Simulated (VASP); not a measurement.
# CuO (Cccm) in VASP: notebook

CuO is run at these levels: PBEsol+U, PBEsol; tasks: single point.

Everything below comes from runs of VASP 6.6.1. Logs are shortened: lines on timing, memory, paths and dates and some standing lists are left out, and cuts for length are marked.

## Step 1: The cell of the first run

Symmetry: Cccm, No. 66, orthorhombic system. Conventional cell: a = 3.982 Å, b = 4.307 Å, c = 5.156 Å, α = 90.00°, β = 90.00°, γ = 90.00°. Cu (site symmetry 2/m) has 4 O at 1.95 Å within 2.6 Å. Within 2.6 Å of O (site symmetry 222) lie 4 Cu at 1.95 Å and 2 O at 2.58 Å.

## Step 2: Single point, PBEsol+U

Input file INCAR:

```
  ALGO = Normal
  EDIFF = 1E-6
  ENCUT = 520
  GGA = PS
  ISIF = 2
  ISMEAR = 0
  LASPH = True
  LCHARG = True
  LDAU = True
  LDAUJ = 0 0
  LDAUL = 2 -1
  LDAUPRINT = 1
  LDAUTYPE = 2
  LDAUU = 4 0
  LELF = True
  LMAXMIX = 4
  LREAL = False
  LVHAR = True
  LWAVE = False
  NBANDS = 25
  NELM = 150
  PREC = Accurate
  SIGMA = 0.05
```

Input file KPOINTS:

```
k-points
0
Gamma
  14 14 8
```

Input file POSCAR:

```
CuO
1.0
    1.9909680000     -2.1535500000      0.0000000000
    1.9909680000      2.1535500000      0.0000000000
    0.0000000000      0.0000000000      5.1559280000
Cu O
2 2
Direct
    0.0000000000      0.5000000000      0.0000000000
    0.5000000000      0.0000000000      0.5000000000
    0.5000000000      0.5000000000      0.2500000000
    0.5000000000      0.5000000000      0.7500000000
```

Potentials or basis: VASP PAW PBE potentials, release 64 (Cu, O).

The run is started by

```console
> cat potpaw_PBE.64/Cu/POTCAR potpaw_PBE.64/O/POTCAR > POTCAR
> mpirun -np 1 vasp_std > vasp.out
```

OUTCAR:

```text
EDIFF = 1E-6
   ENCUT = 520
   GGA = PS
   ISIF = 2
   ISMEAR = 0
   LASPH = True
   LREAL = False
   NELM = 150
   PREC = Accurate

 ion  position               nearest neighbor table
   1  0.000  0.500  0.000-   3 1.95   4 1.95   3 1.95   4 1.95
   2  0.500  0.000  0.500-   3 1.95   4 1.95   3 1.95   4 1.95
   3  0.500  0.500  0.250-   1 1.95   2 1.95   2 1.95   1 1.95
   4  0.500  0.500  0.750-   1 1.95   2 1.95   2 1.95   1 1.95

  LATTYP: Found a base centered orthorhombic cell.
 ALAT       =     3.9819360000
 B/A-ratio  =     1.0816597755
 C/A-ratio  =     1.2948294498

  Lattice vectors:

 A1 = (   1.9909680000,  -2.1535500000,   0.0000000000)
 A2 = (   1.9909680000,   2.1535500000,   0.0000000000)
 A3 = (   0.0000000000,   0.0000000000,   5.1559280000)

Analysis of symmetry for initial positions (statically):
=====================================================================
 Subroutine PRICEL returns:
 Original cell was already a primitive cell.

 Routine SETGRP: Setting up the symmetry group for a
 base centered orthorhombic supercell.

 Subroutine GETGRP returns: Found  8 space group operations
 (whereof  4 operations were pure point group operations)
 out of a pool of  8 trial point group operations.

The static configuration has the point symmetry C_2h.
 The point group associated with its full space group is D_2h.

Analysis of symmetry for dynamics (positions and initial velocities):
=====================================================================
 Subroutine PRICEL returns:
 Original cell was already a primitive cell.

 Routine SETGRP: Setting up the symmetry group for a
 base centered orthorhombic supercell.

 Subroutine GETGRP returns: Found  8 space group operations
 (whereof  4 operations were pure point group operations)
 out of a pool of  8 trial point group operations.

The dynamic configuration has the point symmetry C_2h.
 The point group associated with its full space group is D_2h.

 Subroutine INISYM returns: Found  8 space group operations
 (whereof  4 operations are pure point group operations),
 and found     1 'primitive' translations

----------------------------------------------------------------------------------------

                                     Primitive cell

  volume of cell :      44.2136

  direct lattice vectors                    reciprocal lattice vectors
     1.990968000 -2.153550000  0.000000000     0.251134122 -0.232174781  0.000000000
     1.990968000  2.153550000  0.000000000     0.251134122  0.232174781  0.000000000
     0.000000000  0.000000000  5.155928000     0.000000000  0.000000000  0.193951506

  length of vectors
     2.932870809  2.932870809  5.155928000     0.342013854  0.342013854  0.193951506

  position of ions in fractional coordinates (direct lattice)
     0.000000000  0.500000000  0.000000000
     0.500000000  0.000000000  0.500000000
     0.500000000  0.500000000  0.250000000
     0.500000000  0.500000000  0.750000000

  ion indices of the primitive-cell ions
   primitive index   ion index
                 1           1
                 2           2
                 3           3
                 4           4

----------------------------------------------------------------------------------------

 KPOINTS: k-points

Automatic generation of k-mesh.
 Grid dimensions read from file:
 generate k-points for:   14   14    8

 Generating k-lattice:

  Cartesian coordinates                     Fractional coordinates (reciprocal lattice)
     0.017938152 -0.016583913  0.000000000     0.071428571  0.000000000  0.000000000
     0.017938152  0.016583913  0.000000000     0.000000000  0.071428571  0.000000000
     0.000000000  0.000000000  0.024243938     0.000000000  0.000000000  0.125000000

  Length of vectors
     0.024429561  0.024429561  0.024243938

[... 44 lines left out ...]
   PREC   = accura    normal or accurate (medium, high low for compatibility)
   ISTART =      0    job   : 0-new  1-cont  2-samecut
   ICHARG =      2    charge: 1-file 2-atom 10-const
   ISPIN  =      1    spin polarized calculation?
   LNONCOLLINEAR =      F non collinear calculations
   LSORBIT =      F    spin-orbit coupling
   LASPH  =      T    aspherical Exc in radial PAW
   ENCUT  =  520.0 eV  38.22 Ry    6.18 a.u.   5.45  5.45  9.59*2*pi/ulx,y,z
   NELM   =    150;   NELMIN=  2; NELMDL= -5     # of ELM steps
   EDIFF  = 0.1E-05   stopping-criterion for ELM
   LREAL  =      F    real-space projection
   EDIFFG = 0.1E-04   stopping-criterion for IOM
   NSW    =      0    number of steps for IOM
   IBRION =     -1    ionic relax: 0-MD 1-quasi-New 2-CG
   NFREE  =      0    steps in history (QN), initial steepest desc. (CG)
   ISIF   =      2    stress and relaxation
   ISYM   =      2    0-nonsym 1-usesym 2-fastsym
   POTIM  = 0.5000    time-step for ionic-motion
   TEBEG  =    0.0;   TEEND  =   0.0 temperature during run
   PSTRESS=    0.0 pullay stress
   NELECT =      34.0000    total number of electrons
   NUPDOWN=      -1.0000    fix difference up-down
   EMIN   =  10.00;   EMAX   =-10.00  energy-range for DOS
   EFERMI =   0.00;   METHOD = LEGACY
   ISMEAR =     0;   SIGMA  =   0.05  broadening in eV -4-tet -1-fermi 0-gaus
   EFERMI_NEDOS =   21; number of points for ismear=-14 and -15
   IALGO  =     38    algorithm
   IMIX   =      4    mixing-type and parameters
     AMIX     =   0.40;   BMIX     =  1.00
     AMIX_MAG =   1.60;   BMIX_MAG =  1.00
  volume/ion in A,a.u.               =      11.05        74.59
  Fermi-wavevector in a.u.,A,eV,Ry     =   1.499854  2.834314 30.607167  2.249563
  Thomas-Fermi vector in A             =   2.611430
   LORBIT       =      0    0 simple, 1 ext, 2 COOP (PROOUT), +10 PAW based schemes
 LDA+U is selected, type is set to LDAUTYPE =  2
   angular momentum for each species LDAUL =     2   -1
   U (eV)           for each species LDAUU =   4.0  0.0
   J (eV)           for each species LDAUJ =   0.0  0.0
   GGA     = PS    functional components
   LHFCALC =     F    Hartree Fock is set to
   AEXX    =    0.0000 exact exchange contribution
   IVDW    =     0    specifies the selected vdW correction
   LEPSILON=     F    determine dielectric tensor
   LRPA    =     F    only Hartree local field effects (RPA)
 non-spin polarized calculation
 Gauss-broadening in eV      SIGMA  =   0.05
  energy-cutoff  :      520.00
  volume of cell :       44.21
 maximum number of plane-waves:      1215
 NGX is ok and might be reduce to    24
   NGX = 11   NGY = 11   NGZ = 19

atom =   1  type =  1  l = 2

 onsite density matrix

spin component  1

  0.9439  0.0000  0.0149  0.0000 -0.0003
  0.0000  0.8717  0.0000  0.0838  0.0000
  0.0149  0.0000  0.9672  0.0000  0.0004
  0.0000  0.0838  0.0000  0.8843  0.0000
 -0.0003  0.0000  0.0004  0.0000  0.9619

spin component  2

  0.9439  0.0000  0.0149  0.0000 -0.0003
  0.0000  0.8717  0.0000  0.0838  0.0000
  0.0149  0.0000  0.9672  0.0000  0.0004
  0.0000  0.0838  0.0000  0.8843  0.0000
 -0.0003  0.0000  0.0004  0.0000  0.9619

 occupancies and eigenvectors

  o =  0.7939  v = -0.0000 -0.7332  0.0000  0.6800 -0.0000  0.0000  0.0000  0.0000  0.0000  0.0000      0.0000  0.0000  0.0000  0.0000  0.0000  0.0000  0.0000  0.0000  0.0000  0.0000
  o =  0.7939  v =  0.0000  0.0000  0.0000  0.0000  0.0000 -0.0000 -0.7332  0.0000  0.6800 -0.0000      0.0000  0.0000  0.0000  0.0000  0.0000  0.0000  0.0000  0.0000  0.0000  0.0000
  o =  0.9366  v =  0.8989  0.0000 -0.4377  0.0000  0.0190  0.0000  0.0000  0.0000  0.0000  0.0000      0.0000  0.0000  0.0000  0.0000  0.0000  0.0000  0.0000  0.0000  0.0000  0.0000
  o =  0.9366  v =  0.0000  0.0000  0.0000  0.0000  0.0000  0.8989  0.0000 -0.4377  0.0000  0.0190      0.0000  0.0000  0.0000  0.0000  0.0000  0.0000  0.0000  0.0000  0.0000  0.0000
  o =  0.9619  v =  0.0247 -0.0000  0.0074 -0.0000 -0.9997  0.0000  0.0000  0.0000  0.0000  0.0000      0.0000  0.0000  0.0000  0.0000  0.0000  0.0000  0.0000  0.0000  0.0000  0.0000
  o =  0.9619  v =  0.0000  0.0000  0.0000  0.0000  0.0000  0.0247 -0.0000  0.0074 -0.0000 -0.9997      0.0000  0.0000  0.0000  0.0000  0.0000  0.0000  0.0000  0.0000  0.0000  0.0000
  o =  0.9621  v =  0.0000  0.6800  0.0000  0.7332 -0.0000  0.0000  0.0000  0.0000  0.0000  0.0000      0.0000  0.0000  0.0000  0.0000  0.0000  0.0000  0.0000  0.0000  0.0000  0.0000
  o =  0.9621  v =  0.0000  0.0000  0.0000  0.0000  0.0000  0.0000  0.6800  0.0000  0.7332 -0.0000      0.0000  0.0000  0.0000  0.0000  0.0000  0.0000  0.0000  0.0000  0.0000  0.0000
  o =  0.9745  v =  0.0000  0.0000  0.0000  0.0000  0.0000 -0.4374 -0.0000 -0.8991 -0.0000 -0.0175      0.0000  0.0000  0.0000  0.0000  0.0000  0.0000  0.0000  0.0000  0.0000  0.0000
  o =  0.9745  v = -0.4374 -0.0000 -0.8991 -0.0000 -0.0175  0.0000  0.0000  0.0000  0.0000  0.0000      0.0000  0.0000  0.0000  0.0000  0.0000  0.0000  0.0000  0.0000  0.0000  0.0000

atom =   2  type =  1  l = 2

 onsite density matrix

spin component  1

  0.9439  0.0000 -0.0149  0.0000  0.0003
  0.0000  0.8717  0.0000 -0.0838  0.0000
 -0.0149  0.0000  0.9672  0.0000  0.0004
  0.0000 -0.0838  0.0000  0.8843  0.0000
  0.0003  0.0000  0.0004  0.0000  0.9619

spin component  2

  0.9439  0.0000 -0.0149  0.0000  0.0003
  0.0000  0.8717  0.0000 -0.0838  0.0000
 -0.0149  0.0000  0.9672  0.0000  0.0004
  0.0000 -0.0838  0.0000  0.8843  0.0000
  0.0003  0.0000  0.0004  0.0000  0.9619

 occupancies and eigenvectors

  o =  0.7939  v = -0.0000  0.7332 -0.0000  0.6800 -0.0000  0.0000  0.0000  0.0000  0.0000  0.0000      0.0000  0.0000  0.0000  0.0000  0.0000  0.0000  0.0000  0.0000  0.0000  0.0000
  o =  0.7939  v =  0.0000  0.0000  0.0000  0.0000  0.0000 -0.0000  0.7332 -0.0000  0.6800 -0.0000      0.0000  0.0000  0.0000  0.0000  0.0000  0.0000  0.0000  0.0000  0.0000  0.0000
  o =  0.9366  v =  0.8989 -0.0000  0.4377  0.0000 -0.0190  0.0000  0.0000  0.0000  0.0000  0.0000      0.0000  0.0000  0.0000  0.0000  0.0000  0.0000  0.0000  0.0000  0.0000  0.0000
  o =  0.9366  v =  0.0000  0.0000  0.0000  0.0000  0.0000  0.8989 -0.0000  0.4377  0.0000 -0.0190      0.0000  0.0000  0.0000  0.0000  0.0000  0.0000  0.0000  0.0000  0.0000  0.0000
  o =  0.9619  v = -0.0247 -0.0000  0.0074  0.0000 -0.9997  0.0000  0.0000  0.0000  0.0000  0.0000      0.0000  0.0000  0.0000  0.0000  0.0000  0.0000  0.0000  0.0000  0.0000  0.0000
  o =  0.9619  v =  0.0000  0.0000  0.0000  0.0000  0.0000 -0.0247 -0.0000  0.0074  0.0000 -0.9997      0.0000  0.0000  0.0000  0.0000  0.0000  0.0000  0.0000  0.0000  0.0000  0.0000
  o =  0.9621  v = -0.0000 -0.6800  0.0000  0.7332  0.0000  0.0000  0.0000  0.0000  0.0000  0.0000      0.0000  0.0000  0.0000  0.0000  0.0000  0.0000  0.0000  0.0000  0.0000  0.0000
  o =  0.9621  v =  0.0000  0.0000  0.0000  0.0000  0.0000 -0.0000 -0.6800  0.0000  0.7332  0.0000      0.0000  0.0000  0.0000  0.0000  0.0000  0.0000  0.0000  0.0000  0.0000  0.0000
  o =  0.9745  v =  0.0000  0.0000  0.0000  0.0000  0.0000 -0.4374  0.0000  0.8991 -0.0000  0.0175      0.0000  0.0000  0.0000  0.0000  0.0000  0.0000  0.0000  0.0000  0.0000  0.0000
  o =  0.9745  v = -0.4374  0.0000  0.8991 -0.0000  0.0175  0.0000  0.0000  0.0000  0.0000  0.0000      0.0000  0.0000  0.0000  0.0000  0.0000  0.0000  0.0000  0.0000  0.0000  0.0000

 number of electron      33.9999999 magnetization

 Free energy of the ion-electron system (eV)
  ---------------------------------------------------
  ext. energy  EPLUGINS =         0.00000000
  ---------------------------------------------------
  free energy    TOTEN  =       -18.68745064 eV

  energy without entropy =      -18.68419792  energy(sigma->0) =      -18.68582428

 E-fermi :   4.3839     XC(G=0): -11.5513

 val. band max:        4.3767812970   @ k =  -0.0714   0.0714   0.5000
 cond. band min:       4.3887264782   @ k =   0.2857   0.0714   0.0000
 fundamental gap:      0.0119451812
 Fermi energy:         4.3839283717

 k-point     1 :       0.0000    0.0000    0.0000
  band No.  band energies     occupation
      1     -15.0994      2.00000
      2     -13.7598      2.00000
      3      -3.7172      2.00000
      4      -1.2130      2.00000
      5      -1.0540      2.00000
      6       0.0942      2.00000
[... 661 lines left out ...]
     24      17.2618      0.00000
     25      19.1713      0.00000

 [... further k-points ...]
[... 5 lines left out ...]
  --------------------------------------------------------------------------------------
  -------------------------------------------------------------------------------------
  Total       -1.7179612     -2.0637207     -2.5193079     -0.0000000      0.0000000      0.0000000
  in kB      -62.2540848    -74.7834366    -91.2926386     -0.0000000      0.0000000      0.0000000
  external PRESSURE =     -76.1100533 kB  Pullay stress =       0.0000000 kB

 VOLUME and BASIS-vectors are now :
 -----------------------------------------------------------------------------
  energy-cutoff  :      520.00
  volume of cell :       44.21
      direct lattice vectors                 reciprocal lattice vectors
     1.990968000 -2.153550000  0.000000000     0.251134122 -0.232174781  0.000000000
     1.990968000  2.153550000  0.000000000     0.251134122  0.232174781  0.000000000
     0.000000000  0.000000000  5.155928000     0.000000000  0.000000000  0.193951506

 POSITION                                       TOTAL-FORCE (eV/Angst)
 -----------------------------------------------------------------------------------
      0.99548      1.07678      0.00000        -0.000000      0.000000     -0.000000
      0.99548     -1.07678      2.57796         0.000000      0.000000     -0.000000
      1.99097      0.00000      1.28898        -0.000000      0.000000     -0.000000
      1.99097      0.00000      3.86695        -0.000000     -0.000000      0.000000
 -----------------------------------------------------------------------------------
    total drift:                                0.000000     -0.000000     -0.000000

  FREE ENERGIE OF THE ION-ELECTRON SYSTEM (eV)
  ---------------------------------------------------
  free  energy   TOTEN  =       -18.6874506408 eV

  energy  without entropy=      -18.6841979175  energy(sigma->0) =      -18.68582428
```

Wall time 3.7 min (1 thread of Intel Xeon Platinum 8259CL at 2.50GHz (Skylake/Cascade Lake), shared host); peak memory 0.36 GiB.

What came out:

| Item | Value |
| --- | --- |
| Free energy | -18.6875 eV |
| Pressure | -7.6 GPa |
| Band gap on the k mesh | zero (band 17 reaches 4.96 eV, above the bottom of band 18 at 3.82 eV) |

Levels at points of the mesh, in eV from the Fermi level:
| k point | band 14 | band 15 | band 16 | band 17 | band 18 | band 19 | band 20 | band 21 |
| --- | --- | --- | --- | --- | --- | --- | --- | --- |
| (0.00, 0.00, 0.00) | -3.10 | -2.50 | -2.23 | 0.57 | 0.77 | 1.50 | 6.37 | 7.45 |
| (0.50, 0.00, 0.00) | -2.41 | -2.14 | -1.78 | 0.27 | 0.51 | 4.04 | 6.10 | 6.71 |
| (0.50, 0.50, 0.00) | -3.14 | -1.78 | -1.73 | -1.62 | 1.19 | 2.53 | 7.65 | 9.38 |
| (0.00, 0.00, 0.50) | -2.81 | -1.87 | -1.87 | 0.15 | 0.15 | 3.60 | 3.60 | 11.89 |
| (0.50, 0.00, 0.50) | -2.62 | -2.58 | -2.41 | -0.25 | 0.65 | 4.65 | 6.10 | 8.39 |
| (0.50, 0.50, 0.50) | -2.36 | -1.93 | -1.93 | -0.53 | -0.53 | 4.34 | 4.34 | 10.38 |

Eigenvalues of the final occupation matrices:
| site | spin | trace | eigenvalues |
| --- | --- | --- | --- |
| site 1 d | 1 | 4.63 | 0.79 0.94 0.96 0.96 0.97 |
| site 1 d | 2 | 4.63 | 0.79 0.94 0.96 0.96 0.97 |
| site 2 d | 1 | 4.63 | 0.79 0.94 0.96 0.96 0.97 |
| site 2 d | 2 | 4.63 | 0.79 0.94 0.96 0.96 0.97 |

Caveat: the PAW data sets were made with another functional, which shifts forces and pressure a little; U without spin polarisation on a metal has little footing.

(Part 1 of 2 ends here.)
